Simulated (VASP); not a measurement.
Write the native input for VASP 6.6.1 that does the following.

```
Task                   : single point
Functional             : PBE
Potentials or basis    : VASP PAW PBE potentials, release 64 (Sc_sv, As)
Cutoff                 : 500 eV
k mesh                 : 4 × 4 × 2
Occupations            : gaussian, width 0.1 eV
Spin                   : no spin polarisation
Dipole correction      : no
Further INCAR settings : ALGO = Normal; EDIFF = 1e-06; NBANDS = 24
```

The structure of ScAs4 lies in POSCAR:

```
ScAs4
1.0
    2.6287164558     -2.6908462224      0.0000000000
    2.6287164558      2.6908462224      0.0000000000
    0.0000000000      0.0000000000      7.6427081035
Sc As
1 4
Direct
    0.0000000000      0.0000000000      0.0000000000
    0.5000000000      0.5000000000      0.8329155335
    0.5000000000      0.5000000000      0.1670844665
    0.2797292167      0.7202707833      0.5000000000
    0.7202707833      0.2797292167      0.5000000000
```

The cell was generated, and may not be a known phase.

These files were run (other wordings do the same):

INCAR

```
SYSTEM = ScAs4
PREC = Accurate
ENCUT = 500
EDIFF = 1E-6
ISMEAR = 0
SIGMA = 0.1
LREAL = .False.
LASPH = .True.
NELM = 120
ALGO = Normal
ISIF = 2
LWAVE = .False.
LCHARG = .False.
GGA = PE
NBANDS = 24
GGA_COMPAT = .False.
```

KPOINTS

```
Automatic mesh
0
Gamma
  4 4 2
  0 0 0
```

Potentials or basis: VASP PAW PBE potentials, release 64 (Sc_sv, As).

Command:

```bash
$ cat potpaw_PBE.64/Sc_sv/POTCAR potpaw_PBE.64/As/POTCAR > POTCAR
$ mpirun -np 1 vasp_std > vasp.out
```

Results of the run:

```yaml
Pressure: 0.3 GPa
Largest_force: 0.047 eV/Å
Band_gap_on_the_k_mesh: zero (an odd number of electrons rules out a gap without spin polarisation)
```

Caveat: the k points lie up to 0.42 Å⁻¹ apart, too coarse for converged energies and pressures of a metal; an odd number of electrons without spin polarisation forces a metal; a magnetic or distorted state may lie lower.

Run time: 37 s on 1 thread of Oxide Virtual Turin-like Processor, on a shared host, peak memory 0.17 GiB.
